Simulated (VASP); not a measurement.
A run of VASP 6.6.1:

The input INCAR:

```
PREC     = Accurate       # precision mode
ENCUT    = 650            # plane-wave cutoff, eV
EDIFF    = 1E-6           # SCF threshold, eV
ISMEAR   = -1             # smearing method
SIGMA    = 0.1            # smearing width, eV
LREAL    = F              # projectors in reciprocal space
LASPH    = T              # aspherical terms in the spheres
NELM     = 120            # most SCF steps
ALGO     = Normal         # electronic algorithm
ISIF     = 2              # what is computed and relaxed
LWAVE    = F              # write WAVECAR
LCHARG   = F              # write CHGCAR
GGA      = PE             # functional
NBANDS   = 64             # bands
GGA_COMPAT= F
```

Contents of KPOINTS:

```
regular mesh
0
Gamma
  2 2 2
```

Contents of POSCAR:

```
Li15S8
1.0
    0.0000000000      5.6432580000      5.6432580000
    5.6432580000      0.0000000000      5.6432580000
    5.6432580000      5.6432580000      0.0000000000
S Li
8 15
Direct
   -0.0007629458      0.0000794754      0.0000839054
   -0.0007395551      0.0001356486      0.5004073002
   -0.0007174047      0.5003890483      0.0000482877
    0.0085494053      0.4971510252      0.4970776633
    0.4994914285      0.0000063793      0.0001555839
    0.4962842386      0.0093481461      0.4971188629
    0.4963218942      0.4970932571      0.0092518364
    0.4963578663      0.4970657907      0.4971797320
    0.1241113733      0.1250920125      0.1253960921
    0.3743223330      0.3751957646      0.3750226376
    0.1253922823      0.1260979030      0.6241394599
    0.3836314944      0.3849116060      0.8656663403
    0.1252518492      0.6242857406      0.1261605441
    0.3841759494      0.8653091884      0.3849242760
    0.1253339826      0.6242422374      0.6240653892
    0.3840139862      0.8655108450      0.8656237230
    0.6234186883      0.1261185471      0.1260125800
    0.8646544248      0.3849207320      0.3850417613
    0.6233494021      0.1261049025      0.6243798352
    0.8646424636      0.3849590963      0.8653317817
    0.6235460084      0.6241655086      0.1260188707
    0.8644840445      0.8655371596      0.3849819555
    0.8744151871      0.8751167322      0.8752051563
```

Potentials or basis: VASP PAW PBE potentials, release 64 (S, Li_sv).

Command:

```console
$ cat potpaw_PBE.64/S/POTCAR potpaw_PBE.64/Li_sv/POTCAR > POTCAR
$ mpirun -np 1 vasp_std > vasp.out
```

Hardware: 1 thread of Oxide Virtual Turin-like Processor, on a shared host.

Question: How long does it take, and how much memory?

Answer: It took 13 min on 1 thread of Oxide Virtual Turin-like Processor (shared host), peak memory 0.69 GiB. Counts: scf iterations 15, k points 8.
